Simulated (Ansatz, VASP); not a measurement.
# One calculation of MgO, two programs

```
CELL_PARAMETERS angstrom
-0.07474 2.11151 2.11151
2.11151 -0.07474 2.11151
2.11151 2.11151 -0.07474
ATOMIC_POSITIONS crystal
Mg 0.00000 0.00000 0.00000
O 0.50000 0.50000 0.50000
```

Change from the starting cell: epitaxial_111 strain +4.0%.

Alike in both runs: task single point; functional PBE; k mesh 10 × 10 × 10; occupations fermi-dirac, width 0.02 eV; no spin polarisation.

```csv
,VASP,Ansatz
version,VASP 6.6.1,Ansatz 0.2.0
potentials or method,"VASP PAW PBE potentials, release 64 (Mg_sv, O)","plane waves, PAW"
plane-wave cutoff (eV),840,420
valence electrons in the cell,16,16
```

```csv
,VASP,Ansatz,Ansatz less VASP
gap on the k mesh at the Fermi level (eV),3.91,3.91,+0.004
pressure (GPa),-4.2,-4.2,+0.01
"traceless stress, the component that is largest in VASP (GPa)",4.41,4.42,+0.010
```

The functional is the same, so the differences come from potentials, cutoffs and numerics.
